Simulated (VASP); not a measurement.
# Mg3CdTe4 (P-43m) in VASP: notebook

Runs on Mg3CdTe4. Level: PBE. Tasks: relaxation of the atoms.

Everything below comes from runs of VASP 6.6.1. Logs are shortened: lines on timing, memory, paths and dates and some standing lists are left out, and cuts for length are marked.

### 1 The cell of the first run

Symmetry: P-43m, No. 215, cubic system. Conventional cell: a = 6.403 Å, b = 6.403 Å, c = 6.403 Å, α = 90.00°, β = 90.00°, γ = 90.00°. Within 3.6 Å of Mg (site symmetry -42m) lie 4 Te at 2.76 Å. Cd (site symmetry -43m) has 4 Te at 2.81 Å within 3.7 Å. Within 3.6 Å of Te (site symmetry 3m) lie 3 Mg at 2.76 Å and 1 Cd at 2.81 Å.

### 2 Relaxation of the atoms, PBE (32.81 Å³/atom)

Contents of INCAR:

```
SYSTEM = Mg3CdTe4
  PREC = Accurate
  ENCUT = 520
  EDIFF = 1E-7
  ISMEAR = 0
  SIGMA = 0.02
  LREAL = .FALSE.
  LASPH = .TRUE.
  NELM = 80
  ALGO = Normal
  ISIF = 2
  LWAVE = .FALSE.
  LCHARG = .FALSE.
  GGA = PE
  IBRION = 2
  NSW = 50
  EDIFFG = -0.01
```

Contents of KPOINTS:

```
regular mesh
0
G
  4 4 4
  0 0 0
```

Contents of POSCAR:

```
Mg3CdTe4
1.0
    6.4025538654      0.0000000000      0.0000000000
    0.0000000000      6.4025538654      0.0000000000
    0.0000000000      0.0000000000      6.4025538654
Mg Cd Te
3 1 4
Direct
    0.0000000000      0.0000000000      0.5000000000
    0.0000000000      0.5000000000      0.0000000000
    0.5000000000      0.0000000000      0.0000000000
    0.5000000000      0.5000000000      0.5000000000
    0.7533568902      0.7533568902      0.7533568902
    0.7533568902      0.2466431098      0.2466431098
    0.2466431098      0.7533568902      0.2466431098
    0.2466431098      0.2466431098      0.7533568902
```

Potentials or basis: VASP PAW PBE potentials, release 64 (Mg, Cd, Te).

Run with:

```sh
$ cat potpaw_PBE.64/Mg/POTCAR potpaw_PBE.64/Cd/POTCAR potpaw_PBE.64/Te/POTCAR > POTCAR
$ mpirun -np 1 vasp_std > vasp.out
```

OUTCAR:

```text
SYSTEM = Mg3CdTe4
   PREC = Accurate
   ENCUT = 520
   EDIFF = 1E-7
   ISMEAR = 0
   LREAL = .FALSE.
   LASPH = .TRUE.
   NELM = 80
   ISIF = 2
   GGA = PE
   IBRION = 2
   NSW = 50
   EDIFFG = -0.01

 ion  position               nearest neighbor table
   1  0.000  0.000  0.500-   5 2.76   6 2.76   7 2.76   8 2.76
   2  0.000  0.500  0.000-   5 2.76   6 2.76   7 2.76   8 2.76
   3  0.500  0.000  0.000-   5 2.76   6 2.76   7 2.76   8 2.76
   4  0.500  0.500  0.500-   5 2.81   6 2.81   7 2.81   8 2.81
   5  0.753  0.753  0.753-   1 2.76   2 2.76   3 2.76   4 2.81
   6  0.753  0.247  0.247-   1 2.76   2 2.76   3 2.76   4 2.81
   7  0.247  0.753  0.247-   1 2.76   2 2.76   3 2.76   4 2.81
   8  0.247  0.247  0.753-   1 2.76   2 2.76   3 2.76   4 2.81

  LATTYP: Found a simple cubic cell.
 ALAT       =     6.4025538654

  Lattice vectors:

 A1 = (   6.4025538654,   0.0000000000,   0.0000000000)
 A2 = (   0.0000000000,   6.4025538654,   0.0000000000)
 A3 = (   0.0000000000,   0.0000000000,   6.4025538654)

Analysis of symmetry for initial positions (statically):
=====================================================================
 Subroutine PRICEL returns:
 Original cell was already a primitive cell.

 Routine SETGRP: Setting up the symmetry group for a
 simple cubic supercell.

 Subroutine GETGRP returns: Found 24 space group operations
 (whereof 24 operations were pure point group operations)
 out of a pool of 48 trial point group operations.

The static configuration has the point symmetry T_d .

Analysis of symmetry for dynamics (positions and initial velocities):
=====================================================================
 Subroutine PRICEL returns:
 Original cell was already a primitive cell.

 Routine SETGRP: Setting up the symmetry group for a
 simple cubic supercell.

 Subroutine GETGRP returns: Found 24 space group operations
 (whereof 24 operations were pure point group operations)
 out of a pool of 48 trial point group operations.

The dynamic configuration has the point symmetry T_d .

 Subroutine INISYM returns: Found 24 space group operations
 (whereof 24 operations are pure point group operations),
 and found     1 'primitive' translations

----------------------------------------------------------------------------------------

                                     Primitive cell

  volume of cell :     262.4579

  direct lattice vectors                    reciprocal lattice vectors
     6.402553865  0.000000000  0.000000000     0.156187675  0.000000000  0.000000000
     0.000000000  6.402553865  0.000000000     0.000000000  0.156187675  0.000000000
     0.000000000  0.000000000  6.402553865     0.000000000  0.000000000  0.156187675

  length of vectors
     6.402553865  6.402553865  6.402553865     0.156187675  0.156187675  0.156187675

  position of ions in fractional coordinates (direct lattice)
     0.000000000  0.000000000  0.500000000
     0.000000000  0.500000000  0.000000000
     0.500000000  0.000000000  0.000000000
     0.500000000  0.500000000  0.500000000
     0.753356890  0.753356890  0.753356890
     0.753356890  0.246643110  0.246643110
     0.246643110  0.753356890  0.246643110
     0.246643110  0.246643110  0.753356890

  ion indices of the primitive-cell ions
   primitive index   ion index
                 1           1
                 2           2
                 3           3
                 4           4
                 5           5
                 6           6
                 7           7
                 8           8

----------------------------------------------------------------------------------------

 KPOINTS: regular mesh

Automatic generation of k-mesh.
 Grid dimensions read from file:
 generate k-points for:    4    4    4

 Generating k-lattice:

  Cartesian coordinates                     Fractional coordinates (reciprocal lattice)
     0.039046919  0.000000000  0.000000000     0.250000000  0.000000000  0.000000000
     0.000000000  0.039046919  0.000000000     0.000000000  0.250000000  0.000000000
     0.000000000  0.000000000  0.039046919     0.000000000  0.000000000  0.250000000

  Length of vectors
     0.039046919  0.039046919  0.039046919

  Shift w.r.t. Gamma in fractional coordinates (k-lattice)
     0.000000000  0.000000000  0.000000000

 Subroutine IBZKPT returns following result:
 ===========================================

 Found     10 irreducible k-points:

 Following reciprocal coordinates:
            Coordinates               Weight
  0.000000  0.000000  0.000000      1.000000
  0.250000  0.000000  0.000000      6.000000
  0.500000  0.000000  0.000000      3.000000
  0.250000  0.250000  0.000000     12.000000
  0.500000  0.250000  0.000000     12.000000
  0.500000  0.500000  0.000000      3.000000
  0.250000  0.250000  0.250000      8.000000
  0.500000  0.250000  0.250000     12.000000
  0.500000  0.500000  0.250000      6.000000
  0.500000  0.500000  0.500000      1.000000
   k-points           NKPTS =     10   k-points in BZ     NKDIM =     10   number of bands    NBANDS=     26
   number of dos      NEDOS =    301   number of ions     NIONS =      8
   total plane-waves  NPLWV = 110592
   dimension x,y,z NGX =    48 NGY =   48 NGZ =   48
   dimension x,y,z NGXF=    96 NGYF=   96 NGZF=   96
   ions per type =               3   1   4
   NGX,Y,Z   is equivalent  to a cutoff of  12.46, 12.46, 12.46 a.u.
   NGXF,Y,Z  is equivalent  to a cutoff of  24.93, 24.93, 24.93 a.u.
 SYSTEM =  Mg3CdTe4
   PREC   = accura    normal or accurate (medium, high low for compatibility)
   ISTART =      0    job   : 0-new  1-cont  2-samecut
   ICHARG =      2    charge: 1-file 2-atom 10-const
   ISPIN  =      1    spin polarized calculation?
   LNONCOLLINEAR =      F non collinear calculations
   LSORBIT =      F    spin-orbit coupling
   LASPH  =      T    aspherical Exc in radial PAW
   ENCUT  =  520.0 eV  38.22 Ry    6.18 a.u.  11.90 11.90 11.90*2*pi/ulx,y,z
   NELM   =     80;   NELMIN=  2; NELMDL= -5     # of ELM steps
   EDIFF  = 0.1E-06   stopping-criterion for ELM
   LREAL  =      F    real-space projection
   EDIFFG = -.1E-01   stopping-criterion for IOM
   NSW    =     50    number of steps for IOM
   IBRION =      2    ionic relax: 0-MD 1-quasi-New 2-CG
   NFREE  =      1    steps in history (QN), initial steepest desc. (CG)
   ISIF   =      2    stress and relaxation
   ISYM   =      2    0-nonsym 1-usesym 2-fastsym
   POTIM  = 0.5000    time-step for ionic-motion
   TEBEG  =    0.0;   TEEND  =   0.0 temperature during run
   PSTRESS=    0.0 pullay stress
   NELECT =      42.0000    total number of electrons
   NUPDOWN=      -1.0000    fix difference up-down
   EMIN   =  10.00;   EMAX   =-10.00  energy-range for DOS
   EFERMI =   0.00;   METHOD = LEGACY
   ISMEAR =     0;   SIGMA  =   0.02  broadening in eV -4-tet -1-fermi 0-gaus
   EFERMI_NEDOS =   21; number of points for ismear=-14 and -15
   IALGO  =     38    algorithm
   IMIX   =      4    mixing-type and parameters
     AMIX     =   0.40;   BMIX     =  1.00
     AMIX_MAG =   1.60;   BMIX_MAG =  1.00
  volume/ion in A,a.u.               =      32.81       221.39
  Fermi-wavevector in a.u.,A,eV,Ry     =   0.888801  1.679591 10.748164  0.789968
  Thomas-Fermi vector in A             =   2.010279
   LORBIT       =      0    0 simple, 1 ext, 2 COOP (PROOUT), +10 PAW based schemes
   GGA     = PE    functional components
   LHFCALC =     F    Hartree Fock is set to
   AEXX    =    0.0000 exact exchange contribution
   IVDW    =     0    specifies the selected vdW correction
   LEPSILON=     F    determine dielectric tensor
   LRPA    =     F    only Hartree local field effects (RPA)
 conjugate gradient relaxation of ions
 non-spin polarized calculation
 Gauss-broadening in eV      SIGMA  =   0.02
  energy-cutoff  :      520.00
  volume of cell :      262.46
 maximum number of plane-waves:      7120
 NGX is ok and might be reduce to    48
   NGX = 23   NGY = 23   NGZ = 23

--------------------------------------- Ionic step        1  -------------------------------------------

 number of electron      41.9999995 magnetization

 Free energy of the ion-electron system (eV)
  ---------------------------------------------------
  ext. energy  EPLUGINS =         0.00000000
  ---------------------------------------------------
  free energy    TOTEN  =       -23.88877004 eV

  energy without entropy =      -23.88877004  energy(sigma->0) =      -23.88877004

------------------------ aborting loop because EDIFF is reached ----------------------------------------

  FORCE on cell =-STRESS in cart. coord.  units (eV):
  Direction    XX          YY          ZZ          XY          YZ          ZX
  --------------------------------------------------------------------------------------
  -------------------------------------------------------------------------------------
  Total        4.0039513      4.0039513      4.0039513      0.0000000      0.0000000     -0.0000000
  in kB       24.4421634     24.4421634     24.4421634      0.0000000      0.0000000     -0.0000000
  external PRESSURE =      24.4421634 kB  Pullay stress =       0.0000000 kB
[... 69 lines left out ...]
  energy  without entropy=      -23.8889555141  energy(sigma->0) =      -23.88895551

--------------------------------------- Ionic step        3  -------------------------------------------

 number of electron      41.9999994 magnetization

 Free energy of the ion-electron system (eV)
  ---------------------------------------------------
  ext. energy  EPLUGINS =         0.00000000
  ---------------------------------------------------
  free energy    TOTEN  =       -23.88907541 eV

  energy without entropy =      -23.88907541  energy(sigma->0) =      -23.88907541

 E-fermi :   2.3213     XC(G=0):  -8.1497

 val. band max:        2.2021499751   @ k =   0.0000   0.0000   0.0000
 cond. band min:       4.1805505846   @ k =   0.0000   0.0000   0.0000
 fundamental gap:      1.9784006094
 Fermi energy:         2.3212662695

 k-point     1 :       0.0000    0.0000    0.0000
  band No.  band energies     occupation
      1      -8.3237      2.00000
      2      -7.5693      2.00000
      3      -7.5693      2.00000
      4      -7.5693      2.00000
      5      -5.4129      2.00000
      6      -5.4129      2.00000
[... 314 lines left out ...]
  FREE ENERGIE OF THE ION-ELECTRON SYSTEM (eV)
  ---------------------------------------------------
  free  energy   TOTEN  =       -23.8890754129 eV

  energy  without entropy=      -23.8890754129  energy(sigma->0) =      -23.88907541

 reached required accuracy - stopping structural energy minimisation
```

It took 3.4 min on 1 thread of AMD EPYC 7R13, shared host; peak memory 0.35 GiB.

Results:

```
Free energy               : -23.8891 eV
Energy gained by relaxing : 0.0 meV/atom
Ionic steps               : 3
Pressure after relaxing   : 2.4 GPa
Band gap on the k mesh    : 1.98 eV
```

Step by step:
| step | energy change (eV) | largest force (eV/Å) | pressure (GPa) |
| --- | --- | --- | --- |
| 1 | 0.0000 | 0.0344 | 2.44 |
| 2 | -0.0002 | 0.0215 | 2.44 |
| 3 | -0.0003 | 0.0002 | 2.44 |

Final structure:
```
CELL_PARAMETERS angstrom
6.40255 0.00000 0.00000
0.00000 6.40255 0.00000
0.00000 0.00000 6.40255
ATOMIC_POSITIONS crystal
Mg 0.00000 0.00000 0.50000
Mg 0.00000 0.50000 0.00000
Mg 0.50000 0.00000 0.00000
Cd 0.50000 0.50000 0.50000
Te 0.75376 0.75376 0.75376
Te 0.75376 0.24624 0.24624
Te 0.24624 0.75376 0.24624
Te 0.24624 0.24624 0.75376
```

Levels at points of the mesh, in eV from the valence-band top:
| k point | band 17 | band 18 | band 19 | band 20 | band 21 | band 22 | band 23 | band 24 | band 25 | band 26 |
| --- | --- | --- | --- | --- | --- | --- | --- | --- | --- | --- |
| (0.00, 0.00, 0.00) | -1.39 | -1.39 | 0.00 | 0.00 | 0.00 | 1.98 | 2.77 | 2.77 | 2.77 | 2.90 |
| (0.50, 0.00, 0.00) | -1.69 | -0.89 | -0.89 | -0.71 | -0.71 | 3.55 | 3.81 | 3.89 | 4.09 | 4.61 |
| (0.50, 0.50, 0.00) | -1.72 | -0.69 | -0.52 | -0.48 | -0.48 | 3.61 | 4.20 | 4.20 | 4.31 | 5.65 |
| (0.50, 0.50, 0.50) | -0.56 | -0.56 | -0.38 | -0.38 | -0.38 | 2.21 | 3.19 | 3.19 | 3.19 | 5.35 |

Caveat: spin-orbit coupling is left out, which moves the levels of the heavy elements. A k mesh can miss the band edges.

### 3 Relaxation of the atoms, PBE (30.71 Å³/atom)

This run uses another cell than the first one, of 30.71 Å³/atom.

Contents of INCAR:

```
SYSTEM = Mg3CdTe4
PREC = Accurate
ENCUT = 520
EDIFF = 1E-6
ISMEAR = 0
SIGMA = 0.02
LREAL = .FALSE.
LASPH = .TRUE.
NELM = 80
ALGO = Normal
ISIF = 2
LWAVE = .FALSE.
LCHARG = .FALSE.
GGA = PE
IBRION = 2
NSW = 50
EDIFFG = -0.01
```

Contents of KPOINTS:

```
Automatic mesh
0
G
  4 4 4
  0 0 0
```

Contents of POSCAR:

```
Mg3CdTe4
1.0
    6.2633235514      0.0000000000      0.0000000000
    0.0000000000      6.2633235514      0.0000000000
    0.0000000000      0.0000000000      6.2633235514
Mg Cd Te
3 1 4
Direct
    0.0000000000      0.0000000000      0.5000000000
    0.0000000000      0.5000000000      0.0000000000
    0.5000000000      0.0000000000      0.0000000000
    0.5000000000      0.5000000000      0.5000000000
    0.7538235496      0.7538235496      0.7538235496
    0.7538235496      0.2461764504      0.2461764504
    0.2461764504      0.7538235496      0.2461764504
    0.2461764504      0.2461764504      0.7538235496
```

Potentials or basis: VASP PAW PBE potentials, release 64 (Mg, Cd, Te).

Run with:

```sh
$ cat potpaw_PBE.64/Mg/POTCAR potpaw_PBE.64/Cd/POTCAR potpaw_PBE.64/Te/POTCAR > POTCAR
$ mpirun -np 1 vasp_std > vasp.out
```

Wall time 4.7 min (1 thread of AMD EPYC, shared host); peak memory 0.34 GiB.

It converged, with:

```
Free energy               : -23.4681 eV
Energy gained by relaxing : 0.1 meV/atom
Ionic steps               : 3
Pressure after relaxing   : 5.8 GPa
Band gap on the k mesh    : 2.18 eV
```

The path:
```
step  energy change (eV)  largest force (eV/Å)  pressure (GPa)
   1              0.0000                0.0443            5.81
   2             -0.0003                0.0246            5.80
   3             -0.0004                0.0003            5.79
```

Final structure:
```cif
data_structure
_symmetry_space_group_name_H-M 'P 1'
_symmetry_Int_Tables_number 1
_cell_length_a 6.2633
_cell_length_b 6.2633
_cell_length_c 6.2633
_cell_angle_alpha 90.000
_cell_angle_beta 90.000
_cell_angle_gamma 90.000
_cell_volume 245.71
loop_
_atom_site_label
_atom_site_type_symbol
_atom_site_fract_x
_atom_site_fract_y
_atom_site_fract_z
_atom_site_occupancy
Mg1 Mg 0.00000 0.00000 0.50000 1
Mg2 Mg 0.00000 0.50000 0.00000 1
Mg3 Mg 0.50000 0.00000 0.00000 1
Cd1 Cd 0.50000 0.50000 0.50000 1
Te1 Te 0.75427 0.75427 0.75427 1
Te2 Te 0.75427 0.24573 0.24573 1
Te3 Te 0.24573 0.75427 0.24573 1
Te4 Te 0.24573 0.24573 0.75427 1
```

Levels at points of the mesh, in eV from the valence-band top:
| k point | band 17 | band 18 | band 19 | band 20 | band 21 | band 22 | band 23 | band 24 | band 25 | band 26 |
| --- | --- | --- | --- | --- | --- | --- | --- | --- | --- | --- |
| (0.00, 0.00, 0.00) | -1.53 | -1.53 | 0.00 | 0.00 | 0.00 | 2.18 | 2.66 | 2.66 | 2.66 | 2.97 |
| (0.50, 0.00, 0.00) | -1.88 | -0.98 | -0.98 | -0.78 | -0.78 | 3.63 | 3.79 | 3.96 | 4.22 | 4.61 |
| (0.50, 0.50, 0.00) | -1.89 | -0.77 | -0.56 | -0.52 | -0.52 | 3.79 | 4.27 | 4.27 | 4.39 | 5.77 |
| (0.50, 0.50, 0.50) | -0.61 | -0.61 | -0.41 | -0.41 | -0.41 | 2.33 | 3.34 | 3.34 | 3.34 | 5.35 |

Caveat: spin-orbit coupling is left out, which moves the levels of the heavy elements. A k mesh can miss the band edges.

(Part 1 of 2 ends here.)
